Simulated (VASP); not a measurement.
Crystal: W.

```
CELL_PARAMETERS angstrom
-1.57842 1.57842 1.57842
1.57842 -1.57842 1.57842
1.57842 1.57842 -1.57842
ATOMIC_POSITIONS crystal
W 0.00000 0.00000 0.00000
```

```yaml
Program: VASP 6.6.1
Task: relaxation of cell and atoms
Functional: LDA
Potentials_or_basis: VASP PAW LDA potentials, release 64 (W_sv)
Cutoff: 600 eV
k_mesh: 19 × 19 × 19
Occupations: fermi-dirac, width 0.1 eV
Spin: no spin polarisation
```

At the start: pressure -4.9 GPa; volume 15.73 Å³/atom.

Problem. Where does the relaxation end?

Solution. Over 4 steps the energy falls by 3.6 meV/atom and the volume is 15.50 Å³/atom (-1.5 %); space group Im-3m (No. 229, to 0.05 Å).

The path:
```csv
step,energy change (eV),largest force (eV/Å),pressure (GPa),volume (Å³)
1,0.0000,0.0000,-4.86,15.73
2,0.0474,0.0000,20.70,14.67
3,-0.0036,0.0000,-0.13,15.50
4,-0.0036,0.0000,-0.02,15.50
```

Final structure:
```cif
data_structure
_symmetry_space_group_name_H-M 'P 1'
_symmetry_Int_Tables_number 1
_cell_length_a 2.7204
_cell_length_b 2.7204
_cell_length_c 2.7204
_cell_angle_alpha 109.471
_cell_angle_beta 109.471
_cell_angle_gamma 109.471
_cell_volume 15.50
loop_
_atom_site_label
_atom_site_type_symbol
_atom_site_fract_x
_atom_site_fract_y
_atom_site_fract_z
_atom_site_occupancy
W1 W 0.00000 0.00000 0.00000 1
```
